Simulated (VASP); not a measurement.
BaTiO3, 5 atoms in the cell. It takes space group P4mm (No. 99, tetragonal). The conventional cell has a = 4.040 Å, b = 4.040 Å, c = 4.018 Å, α = 90.00°, β = 90.00°, γ = 90.00°. Ba (site symmetry 4mm) has 12 O at 2.81 to 2.89 Å and 8 Ti at 3.45 to 3.53 Å within 3.7 Å. Within 2.5 Å of Ti (site symmetry 4mm) lie 6 O at 1.87 to 2.15 Å. O (site symmetry 4mm) has 2 Ti at 1.87 to 2.15 Å within 2.5 Å. Within 2.7 Å of O (site symmetry 2mm) lie 2 Ti at 2.02 Å.  This cell differs from its parent crystal: equal xx and yy strain of +1 %.

* Program: VASP 6.6.1
* Task: electric field gradients
* Functional: PBEsol
* Potentials or basis: VASP PAW PBE potentials, release 64 (Ba_sv, Ti_sv, O)
* Cutoff: 520 eV
* k mesh: 7 × 7 × 7
* Occupations: fermi-dirac, width 0.08 eV
* Spin: no spin polarisation
* Dipole correction: no
* Further INCAR settings: ALGO = Normal; EDIFF = 1e-08; NBANDS = 28

Potentials or basis: VASP PAW PBE potentials, release 64 (Ba_sv, Ti_sv, O).

Command:

```bash
$ cat potpaw_PBE.64/Ba_sv/POTCAR potpaw_PBE.64/Ti_sv/POTCAR potpaw_PBE.64/O/POTCAR > POTCAR
$ mpirun -np 1 vasp_std > vasp.out
```

Hardware: 1 thread of AMD EPYC 9R45 96-Core Processor (Zen 5), with other jobs on the host.

Question: Estimate the wall time of this run.

Answer: Run time: 37 s on 1 thread of AMD EPYC 9R45 96-Core Processor (Zen 5) (shared host), peak memory 0.19 GiB. Counts: scf iterations 18, k points 40.
